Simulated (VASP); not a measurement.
## Rb: single point with PBE

Rb:

```
CELL_PARAMETERS angstrom
-2.83721 2.83721 2.83721
2.83721 -2.83721 2.83721
2.83721 2.83721 -2.83721
ATOMIC_POSITIONS crystal
Rb 0.00000 0.00000 0.00000
```

```
Program             : VASP 6.6.1
Task                : single point
Functional          : PBE
Potentials or basis : VASP PAW PBE potentials, release 64 (Rb_sv)
Cutoff              : 520 eV
k mesh              : 10 × 10 × 10
Occupations         : gaussian, width 0.05 eV
Spin                : no spin polarisation
```

- Pressure: 0.0 GPa

Levels at points of the mesh, in eV from the Fermi level:
| k point | band 3 | band 4 | band 5 | band 6 | band 7 | band 8 |
| --- | --- | --- | --- | --- | --- | --- |
| (0.00, 0.00, 0.00) | -12.95 | -12.95 | -1.97 | 3.67 | 3.67 | 3.67 |
| (0.50, 0.00, 0.00) | -12.98 | -12.95 | 0.24 | 0.77 | 2.58 | 4.24 |
| (0.50, 0.50, 0.50) | -13.02 | -13.02 | 1.26 | 1.26 | 3.24 | 3.24 |

Wall time 50 s on 1 thread of Intel(R) Xeon(R) Platinum 8488C (Sapphire Rapids), with other jobs on the host, peak memory 0.24 GiB.
